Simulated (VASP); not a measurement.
# Li8LaNb7O23 (a cell with a defect) in VASP: further runs

Runs on Li8LaNb7O23 (a cell with a defect). Level: PBE. Tasks: single point.

Program: VASP 6.6.1. These are calculated values, not measurements. Logs are shortened: lines on timing, memory, paths and dates and some standing lists are left out, and cuts for length are marked.

## (1) The cell of the first run

The cell holds a defect, 39 atoms: a = 5.550 Å, b = 11.101 Å, c = 11.101 Å, α = 55.75°, β = 55.75°, γ = 55.75°.

## (2) Single point, PBE, collinear spin

Contents of INCAR:

```
SYSTEM = Li8LaNb7O23
ALGO = Normal
EDIFF = 1E-6
ENCUT = 520
GGA = PE
ISIF = 2
ISMEAR = 0
ISPIN = 2
LASPH = .True.
LCHARG = .True.
LELF = .True.
LMAXMIX = 6
LORBIT = 11
LREAL = Auto
LVHAR = .True.
LWAVE = .False.
MAGMOM = 0 0 0 0 0 0 0 0 0.02 0.02 0 0.01 0.06 0.15 0.01 0 0 0 0 0.01 0 0 0 0 0 0 0 0.03 0 0 0 0.01 -0.01 0 0 0 0 0 0.04
NBANDS = 161
NELECT = 265.0
NELM = 150
NUPDOWN = 1.0
PREC = Accurate
SIGMA = 0.01
```

Contents of KPOINTS:

```
Automatic mesh
0
Gamma
  1 1 1
  0.25 0.25 0.25
```

Contents of POSCAR:

```
Li8LaNb7O23
1.0
    2.5949501400      1.4981951600      4.6722232500
   -5.1899002700      2.9963903200      9.3444465000
    0.0000000000     -5.9927806400      9.3444465000
Li Nb O La
8 7 23 1
Direct
    0.7193009585      0.3611613339      0.3580285637
    0.1908828445      0.1036465773      0.1340473366
    0.7081195070      0.3621724038      0.8563486634
    0.2241603437      0.1111017003      0.6032489990
    0.7233961657      0.8536705636      0.3610379004
    0.2154233254      0.6057773080      0.1173086306
    0.7616706266      0.8218026906      0.8567470979
    0.2111809707      0.6061041669      0.6077529996
    0.9927916979      0.4949348855      0.5062686285
    0.5063905607      0.2458862366      0.2483468714
    0.9981268323      0.4977111912      1.0063313869
    0.9948225876      1.0058752048      0.5008993727
    0.5044412439      0.7488596462      0.2550212186
    1.0015598764      0.9879618897      1.0071556498
    0.5012613150      0.7494104685      0.7495535207
    0.2818159033      0.3188833974      0.4445792345
    0.6397123987      0.4443212756      0.1421177424
    0.8828626306      0.1362566295      0.3214764337
    0.4177798953      0.0617641532      0.3797955842
    0.7937003531      0.1982769225      0.0649656181
    0.1403978078      0.3909749314      0.1983557455
    0.2782213224      0.3127575241      0.9667537126
    0.6247208926      0.4550157660      0.6311262171
    0.9740771019      0.1370987127      0.8123559612
    0.8422647639      0.1909132410      0.5405829459
    0.0805943048      0.4207908219      0.6875601845
    0.2795164628      0.8229608292      0.4417853160
    0.6140280643      0.9584772031      0.1299637253
    0.8845660673      0.6511080073      0.3160530636
    0.3859910447      0.5736333216      0.3857506632
    0.7867921290      0.6923147506      0.0709198383
    0.1483172387      0.8927059668      0.1876241638
    0.2998563234      0.8134037367      0.9479729348
    0.6372210793      0.9487827689      0.6489676373
    0.8951525525      0.6354623243      0.8217506685
    0.3926488359      0.5711237866      0.8869529669
    0.7624177244      0.7118415791      0.5646378462
    0.1303869686      0.8914338398      0.7031908345
    0.4795701625      0.2268450281      0.7644849511
```

Potentials or basis: VASP PAW PBE potentials, release 64 (Li_sv, Nb_sv, O, La).

On the command line:

```
cat potpaw_PBE.64/Li_sv/POTCAR potpaw_PBE.64/Nb_sv/POTCAR potpaw_PBE.64/O/POTCAR potpaw_PBE.64/La/POTCAR > POTCAR
mpirun -np 1 vasp_std > vasp.out
```

OUTCAR:

```text
SYSTEM = Li8LaNb7O23
   EDIFF = 1E-6
   ENCUT = 520
   GGA = PE
   ISIF = 2
   ISMEAR = 0
   ISPIN = 2
   LASPH = .True.
   LORBIT = 11
   LREAL = Auto
   NELECT = 265.0
   NELM = 150
   NUPDOWN = 1.0
   PREC = Accurate

 ion  position               nearest neighbor table
   1  0.719  0.361  0.358-  25 1.98  21 2.06  30 2.08  17 2.24  16 2.28
   2  0.191  0.104  0.134-  18 1.88  28 1.95  22 2.11  32 2.19  20 2.22
   3  0.708  0.362  0.856-  26 2.00  36 2.05  20 2.10  22 2.22  24 2.25
   4  0.224  0.111  0.603-  24 2.02  16 2.04  34 2.10  25 2.15  38 2.28
   5  0.723  0.854  0.361-  37 1.95  19 2.00  32 2.13  29 2.15  27 2.26
   6  0.215  0.606  0.117-  29 2.04  17 2.06  33 2.10  21 2.22  31 2.26
   7  0.762  0.822  0.857-  35 1.96  31 2.01  38 2.02  34 2.20  33 2.20  11 2.80
   8  0.211  0.606  0.608-  23 2.00  35 2.09  26 2.11  27 2.14  30 2.25
   9  0.993  0.495  0.506-  23 1.85  16 1.90  26 1.94  29 1.99  30 2.20  37 2.28
  10  0.506  0.246  0.248-  19 1.87  20 1.89  21 1.90  18 2.11  17 2.17  16 2.18
  11  0.998  0.498  0.006-  22 1.87  17 1.88  35 1.92  31 2.12  21 2.14  36 2.18   7 2.80
  12  0.995  0.006  0.501-  18 1.89  34 1.90  25 1.94  27 1.94  38 2.20  19 2.20
  13  0.504  0.749  0.255-  30 1.87  31 1.94  32 1.95  29 2.07  27 2.09  28 2.17
  14  0.002  0.988  0.007-  24 1.87  33 1.88  28 1.89  32 2.07  20 2.24
  15  0.501  0.749  0.750-  37 1.85  36 1.88  38 1.90  33 2.17  35 2.18  34 2.21
  16  0.282  0.319  0.445-   9 1.90   4 2.04  10 2.18   1 2.28
  17  0.640  0.444  0.142-  11 1.88   6 2.06  10 2.17   1 2.24
  18  0.883  0.136  0.321-   2 1.88  12 1.89  10 2.11
  19  0.418  0.062  0.380-  10 1.87   5 2.00  12 2.20
  20  0.794  0.198  0.065-  10 1.89   3 2.10   2 2.22  14 2.24
  21  0.140  0.391  0.198-  10 1.90   1 2.06  11 2.14   6 2.22
  22  0.278  0.313  0.967-  11 1.87   2 2.11   3 2.22  39 2.36
  23  0.625  0.455  0.631-   9 1.85   8 2.00  39 2.45
  24  0.974  0.137  0.812-  14 1.87   4 2.02   3 2.25  39 2.60
  25  0.842  0.191  0.541-  12 1.94   1 1.98   4 2.15  39 2.23
  26  0.081  0.421  0.688-   9 1.94   3 2.00   8 2.11  39 2.23
  27  0.280  0.823  0.442-  12 1.94  13 2.09   8 2.14   5 2.26
  28  0.614  0.958  0.130-  14 1.89   2 1.95  13 2.17
  29  0.885  0.651  0.316-   9 1.99   6 2.04  13 2.07   5 2.15
  30  0.386  0.574  0.386-  13 1.87   1 2.08   9 2.20   8 2.25
  31  0.787  0.692  0.071-  13 1.94   7 2.01  11 2.12   6 2.26
  32  0.148  0.893  0.188-  13 1.95  14 2.07   5 2.13   2 2.19
  33  0.300  0.813  0.948-  14 1.88   6 2.10  15 2.17   7 2.20
  34  0.637  0.949  0.649-  12 1.90   4 2.10   7 2.20  15 2.21
  35  0.895  0.635  0.822-  11 1.92   7 1.96   8 2.09  15 2.18
  36  0.393  0.571  0.887-  15 1.88   3 2.05  11 2.18
  37  0.762  0.712  0.565-  15 1.85   5 1.95   9 2.28
  38  0.130  0.891  0.703-  15 1.90   7 2.02  12 2.20   4 2.28
  39  0.480  0.227  0.764-  26 2.23  25 2.23  22 2.36  23 2.45  24 2.60

  LATTYP: Found a base centered monoclinic cell.
 ALAT       =    15.1977748256
 B/A-ratio  =     0.6829815986
 C/A-ratio  =     0.3652177898
 COS(beta)  =    -0.0918250328

  Lattice vectors:

 A1 = (   7.7848504100,  -1.4981951600,  -4.6722232500)
 A2 = (   2.5949501400,   7.4909758000,  -4.6722232500)
 A3 = (   2.5949501400,   1.4981951600,   4.6722232500)

Analysis of symmetry for initial positions (statically):
=====================================================================
 Subroutine PRICEL returns:
 Original cell was already a primitive cell.

 Routine SETGRP: Setting up the symmetry group for a
 base centered monoclinic supercell.

 Subroutine GETGRP returns: Found  1 space group operations
 (whereof  1 operations were pure point group operations)
 out of a pool of  4 trial point group operations.

The static configuration has the point symmetry C_1 .

Analysis of symmetry for dynamics (positions and initial velocities):
=====================================================================
 Subroutine PRICEL returns:
 Original cell was already a primitive cell.

 Routine SETGRP: Setting up the symmetry group for a
 base centered monoclinic supercell.

[... 153 lines left out ...]
   dimension x,y,z NGX =    42 NGY =   84 NGZ =   84
   dimension x,y,z NGXF=    84 NGYF=  168 NGZF=  168
   ions per type =               8   7  23   1
   NGX,Y,Z   is equivalent  to a cutoff of  12.58, 12.58, 12.58 a.u.
   NGXF,Y,Z  is equivalent  to a cutoff of  25.16, 25.16, 25.16 a.u.
 SYSTEM =  Li8LaNb7O23
   PREC   = accura    normal or accurate (medium, high low for compatibility)
   ISTART =      0    job   : 0-new  1-cont  2-samecut
   ICHARG =      2    charge: 1-file 2-atom 10-const
   ISPIN  =      2    spin polarized calculation?
   LNONCOLLINEAR =      F non collinear calculations
   LSORBIT =      F    spin-orbit coupling
   LASPH  =      T    aspherical Exc in radial PAW
   ENCUT  =  520.0 eV  38.22 Ry    6.18 a.u.  10.32 20.64 20.64*2*pi/ulx,y,z
   NELM   =    150;   NELMIN=  2; NELMDL= -5     # of ELM steps
   EDIFF  = 0.1E-05   stopping-criterion for ELM
   LREAL  =      T    real-space projection
   EDIFFG = 0.1E-04   stopping-criterion for IOM
   NSW    =      0    number of steps for IOM
   IBRION =     -1    ionic relax: 0-MD 1-quasi-New 2-CG
   NFREE  =      0    steps in history (QN), initial steepest desc. (CG)
   ISIF   =      2    stress and relaxation
   ISYM   =      2    0-nonsym 1-usesym 2-fastsym
   POTIM  = 0.5000    time-step for ionic-motion
   TEBEG  =    0.0;   TEEND  =   0.0 temperature during run
   PSTRESS=    0.0 pullay stress
   NELECT =     265.0000    total number of electrons
   NUPDOWN=       1.0000    fix difference up-down
   EMIN   =  10.00;   EMAX   =-10.00  energy-range for DOS
   EFERMI =   0.00;   METHOD = LEGACY
   ISMEAR =     0;   SIGMA  =   0.01  broadening in eV -4-tet -1-fermi 0-gaus
   EFERMI_NEDOS =   21; number of points for ismear=-14 and -15
   IALGO  =     38    algorithm
   IMIX   =      4    mixing-type and parameters
     AMIX     =   0.40;   BMIX     =  1.00
     AMIX_MAG =   1.60;   BMIX_MAG =  1.00
  volume/ion in A,a.u.               =      11.18        75.43
  Fermi-wavevector in a.u.,A,eV,Ry     =   1.386796  2.620665 26.166783  1.923204
  Thomas-Fermi vector in A             =   2.511078
   LORBIT       =     11    0 simple, 1 ext, 2 COOP (PROOUT), +10 PAW based schemes
   GGA     = PE    functional components
   LHFCALC =     F    Hartree Fock is set to
   AEXX    =    0.0000 exact exchange contribution
   IVDW    =     0    specifies the selected vdW correction
   LEPSILON=     F    determine dielectric tensor
   LRPA    =     F    only Hartree local field effects (RPA)
 spin polarized calculation
 Gauss-broadening in eV      SIGMA  =   0.01
  energy-cutoff  :      520.00
  volume of cell :      435.95
 maximum number of plane-waves:     11741
 NGX is ok and might be reduce to    42
   NGX = 21   NGY = 41   NGZ = 41

 number of electron     264.9999993 magnetization       0.9999854

 Free energy of the ion-electron system (eV)
  ---------------------------------------------------
  ext. energy  EPLUGINS =         0.00000000
  ---------------------------------------------------
  free energy    TOTEN  =      -300.06444373 eV

  energy without entropy =     -300.06444373  energy(sigma->0) =     -300.06444373

 E-fermi :   3.8015     XC(G=0): -10.6393

 val. band max:        6.6974354716   @ k =   0.2500   0.2500   0.2500
 cond. band min:       7.1573423577   @ k =   0.2500   0.2500   0.2500
 fundamental gap:      0.4599068861
 Fermi energy:         6.8993736336

 spin component 1

 k-point     1 :       0.2500    0.2500    0.2500
  band No.  band energies     occupation
      1     -50.7680      1.00000
      2     -50.7370      1.00000
      3     -50.7309      1.00000
      4     -50.7063      1.00000
      5     -50.6199      1.00000
      6     -50.4489      1.00000
[... 136 lines left out ...]
    143       8.0362      0.00000
    144       8.1178      0.00000
 Fermi energy:         3.8015200402

 spin component 2

 k-point     1 :       0.2500    0.2500    0.2500
  band No.  band energies     occupation
      1     -50.7612      1.00000
      2     -50.7258      1.00000
      3     -50.7078      1.00000
      4     -50.6962      1.00000
      5     -50.5480      1.00000
      6     -50.4252      1.00000
[... 136 lines left out ...]
    143       8.1285      0.00000
    144       8.1694      0.00000
 [bands above 144 left out]

------------------------ aborting loop because EDIFF is reached ----------------------------------------

  FORCE on cell =-STRESS in cart. coord.  units (eV):
  Direction    XX          YY          ZZ          XY          YZ          ZX
  --------------------------------------------------------------------------------------
  -------------------------------------------------------------------------------------
  Total       15.7054233     15.5263491     13.6915089      1.9393592     -0.4398760     -1.0174899
  in kB       57.7202220     57.0620926     50.3187288      7.1274899     -1.6166225     -3.7394563
  external PRESSURE =      55.0336811 kB  Pullay stress =       0.0000000 kB

 VOLUME and BASIS-vectors are now :
 -----------------------------------------------------------------------------
  energy-cutoff  :      520.00
  volume of cell :      435.95
      direct lattice vectors                 reciprocal lattice vectors
     2.594950140  1.498195160  4.672223250     0.192681930  0.111244964  0.071343623
    -5.189900270  2.996390320  9.344446500    -0.096340965  0.055622482  0.035671811
     0.000000000 -5.992780640  9.344446500     0.000000000 -0.111244964  0.035671811

 POSITION                                       TOTAL-FORCE (eV/Angst)
 -----------------------------------------------------------------------------------
     -0.00784      0.01425     10.08117        -0.002232     -0.000211     -0.010120
     -0.04258     -0.20677      3.11297         0.008502      0.024911     -0.003120
     -0.04210     -2.98580     14.69490         0.001754     -0.000208     -0.008577
      0.00508     -2.94640      7.72254         0.000766      0.002794     -0.002226
     -2.55329      1.47810     14.73065         0.001228      0.016145     -0.005565
     -2.58491      1.43489      7.76334        -0.000029      0.003199     -0.007395
[... 31 lines left out ...]
     -4.28811     -1.34764     15.51008         0.005652      0.014272     -0.005425
      0.06716     -3.18318     11.50409        -0.023221      0.012081      0.013470
 -----------------------------------------------------------------------------------
    total drift:                                0.004255      0.002614      0.000335

  FREE ENERGIE OF THE ION-ELECTRON SYSTEM (eV)
  ---------------------------------------------------
  free  energy   TOTEN  =      -300.0644437313 eV

  energy  without entropy=     -300.0644437313  energy(sigma->0) =     -300.06444373

 total charge

# of ion       s       p       d       f       tot
--------------------------------------------------
    1        2.015   0.049   0.000   0.000   2.064
    2        2.023   0.060   0.000   0.000   2.083
    3        2.015   0.050   0.000   0.000   2.066
    4        2.017   0.051   0.000   0.000   2.068
    5        2.018   0.053   0.000   0.000   2.071
    6        2.014   0.047   0.000   0.000   2.061
[... 31 lines left out ...]
   38        1.567   3.499   0.000   0.000   5.066
   39        2.026   5.681   0.710   0.287   8.704
--------------------------------------------------
tot         69.783 129.497  15.704   0.287 215.272

 magnetization (x)

# of ion       s       p       d       f       tot
--------------------------------------------------
    1        0.000   0.000   0.000   0.000   0.000
    2        0.001   0.002   0.000   0.000   0.003
    3       -0.000   0.000   0.000   0.000  -0.000
    4       -0.000   0.000   0.000   0.000   0.000
    5        0.000   0.000   0.000   0.000   0.000
    6       -0.000   0.000   0.000   0.000  -0.000
[... 31 lines left out ...]
   38        0.000   0.001   0.000   0.000   0.002
   39        0.006   0.008   0.044   0.014   0.072
--------------------------------------------------
tot          0.031   0.060   0.474   0.014   0.579
```

It took 12 min on 1 thread of Intel Xeon Platinum 8259CL at 2.50GHz (Skylake/Cascade Lake), shared host; peak memory 0.9 GiB.

Results:

```
Free energy                                           : -300.0644 eV
Largest force                                         : 0.046 eV/Å
Net moment                                            : 1.00 μB per cell
Site moments                                          : Li +0.00, -0.00 (each value once); Nb +0.03, +0.04, +0.01, +0.10, +0.27 (each value once); O +0.00, -0.00, +0.01, +0.03, -0.01 (each value once); La +0.07 μB
Valence electrons inside the program's atomic spheres : Li 2.06, 2.08, 2.07 (each value once); Nb 10.49, 10.47, 10.48, 10.43, 10.59 (each value once); O 5.07, 5.10, 5.05, 5.08, 5.06, 5.04, 5.09 (each value once); La 8.70
```

Forces in eV/Å, atoms in the order of the input:
```
Li  -0.002  0.000 -0.010
Li   0.009  0.025 -0.003
Li   0.002  0.000 -0.009
Li   0.001  0.003 -0.002
Li   0.001  0.016 -0.006
Li   0.000  0.003 -0.007
Li  -0.011  0.004  0.008
Li  -0.004 -0.001 -0.002
Nb   0.003  0.029  0.034
Nb   0.002  0.017  0.032
Nb  -0.020 -0.002  0.035
Nb   0.009  0.003  0.022
Nb  -0.003  0.006  0.017
Nb   0.005 -0.011  0.044
Nb  -0.006 -0.013  0.036
O   -0.003  0.009 -0.008
O    0.008 -0.006 -0.005
O   -0.014 -0.027 -0.002
O   -0.009 -0.017 -0.016
O   -0.001 -0.014 -0.002
O    0.001  0.010 -0.010
O    0.009  0.007 -0.016
O    0.004 -0.019 -0.018
O   -0.010  0.006 -0.014
O   -0.003 -0.025  0.007
O    0.028  0.002  0.007
O   -0.012  0.009 -0.007
O    0.007 -0.019 -0.015
O   -0.006 -0.011 -0.013
O   -0.007 -0.008 -0.010
O    0.003 -0.016  0.000
O    0.010  0.015 -0.004
O    0.005  0.010 -0.014
O    0.008 -0.008 -0.017
O   -0.001  0.000 -0.021
O   -0.005 -0.001 -0.009
O    0.018  0.000 -0.013
O    0.006  0.014 -0.005
La  -0.023  0.012  0.013
```

Caveat: the k points lie up to 1.14 Å⁻¹ apart, too coarse for converged energies, forces and pressures; the cell carries a net charge on a neutralising background, which shifts energy and pressure; the cell is charged against a uniform background, so pressure and absolute levels hang on convention; the cutoff is under 1.25 times the usual one of these potentials, so pressure, stress and relaxed cells hold a basis-set (Pulay) error; spin-orbit coupling is left out, which moves the levels of the heavy elements; the total moment is fixed, so each spin has its own Fermi level and the state may be an excited one.

(Continued in part 2 of 2.)
